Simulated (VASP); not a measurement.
Set up this calculation in VASP 6.6.1, as the native input.

```
Task                   : single point
Functional             : PBE
Potentials or basis    : VASP PAW PBE potentials, release 64 (Li_sv, F)
Cutoff                 : 520 eV
k mesh                 : 10 × 10 × 10
Occupations            : gaussian, width 0.05 eV
Spin                   : no spin polarisation
Dipole correction      : no
Further INCAR settings : ALGO = Normal; EDIFF = 1e-07; NBANDS = 12
```

The structure of LiF lies in POSCAR:

```
LiF
1.0
    0.0000000000      2.0643500000      1.9636500000
    2.0643500000      0.0000000000      1.9636500000
    2.0643500000      2.0643500000      0.0000000000
Li F
1 1
Direct
    0.0000000000      0.0000000000      0.0000000000
    0.5000000000      0.5000000000      0.5000000000
```

This cell differs from its parent crystal: strain +0.025 along x and y, -0.025 along z.

One way to write it, as run:

INCAR

```
PREC     = Accurate       # precision mode
ENCUT    = 520            # plane-wave cutoff, eV
EDIFF    = 1E-7           # SCF threshold, eV
ISMEAR   = 0              # smearing method
SIGMA    = 0.05           # smearing width, eV
LREAL    = False          # projectors in reciprocal space
LASPH    = True           # aspherical terms in the spheres
NELM     = 60             # most SCF steps
ALGO     = Normal         # electronic algorithm
ISIF     = 2              # what is computed and relaxed
LWAVE    = False          # write WAVECAR
LCHARG   = False          # write CHGCAR
GGA      = PE             # functional
NBANDS   = 12             # bands
```

KPOINTS

```
regular mesh
0
Gamma
  10 10 10
```

Potentials or basis: VASP PAW PBE potentials, release 64 (Li_sv, F).

Launch:

```sh
$ cat potpaw_PBE.64/Li_sv/POTCAR potpaw_PBE.64/F/POTCAR > POTCAR
$ mpirun -np 1 vasp_std > vasp.out
```

Results of the run:

```
Band gap on the k mesh : 8.83 eV, direct
```

Caveat: the cell differs from its parent crystal (strain +0.025 along x and y, -0.025 along z).

Run time: 6.9 s on 1 thread of Intel(R) Xeon(R) 6975P-C (Granite Rapids) (shared host), peak memory 0.14 GiB.
